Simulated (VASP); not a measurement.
Set up this calculation in VASP 6.6.1, as the native input.

* Task: single point
* Functional: LDA
* Potentials or basis: VASP PAW LDA potentials, release 64 (K_sv, Mg, F)
* Cutoff: 520 eV
* k mesh: 6 × 6 × 6
* Occupations: gaussian, width 0.01 eV
* Spin: no spin polarisation
* Dipole correction: no
* Further INCAR settings: ALGO = Normal; EDIFF = 1e-06; NBANDS = 24

The structure of KMgF3 (cubic perovskite) lies in POSCAR:

```
KMgF3
1.0
    3.8533720875      0.0000000000      0.0000000000
    0.0000000000      3.8533720875      0.0000000000
    0.0000000000      0.0000000000      3.8533720875
K Mg F
1 1 3
Direct
    0.5000000000      0.5000000000      0.5000000000
    0.0000000000      0.0000000000      0.0000000000
    0.5000000000      0.0000000000      0.0000000000
    0.0000000000      0.5000000000      0.0000000000
    0.0000000000      0.0000000000      0.5000000000
```

This cell differs from its parent crystal: volume scaled by 0.89.

The input as run:

INCAR

```
  PREC = Accurate
  ENCUT = 520
  EDIFF = 1E-6
  ISMEAR = 0
  SIGMA = 0.01
  LREAL = F
  LASPH = T
  NELM = 80
  ALGO = Normal
  ISIF = 2
  LWAVE = F
  LCHARG = T
  GGA = CA
  LELF = T
  LVHAR = T
  NBANDS = 24
```

KPOINTS

```
Automatic mesh
0
Gamma
  6 6 6
```

Potentials or basis: VASP PAW LDA potentials, release 64 (K_sv, Mg, F).

The run is started by

```console
$ cat potpaw_LDA.64/K_sv/POTCAR potpaw_LDA.64/Mg/POTCAR potpaw_LDA.64/F/POTCAR > POTCAR
$ mpirun -np 1 vasp_std > vasp.out
```

It gave:

```json
{
 "Pressure": "3.1 GPa",
 "Band gap on the k mesh": "7.77 eV, indirect (least direct gap 8.09 eV)"
}
```

It took 11 s on 1 thread of Intel(R) Xeon(R) 6975P-C (Granite Rapids) (shared host), peak memory 0.16 GiB.
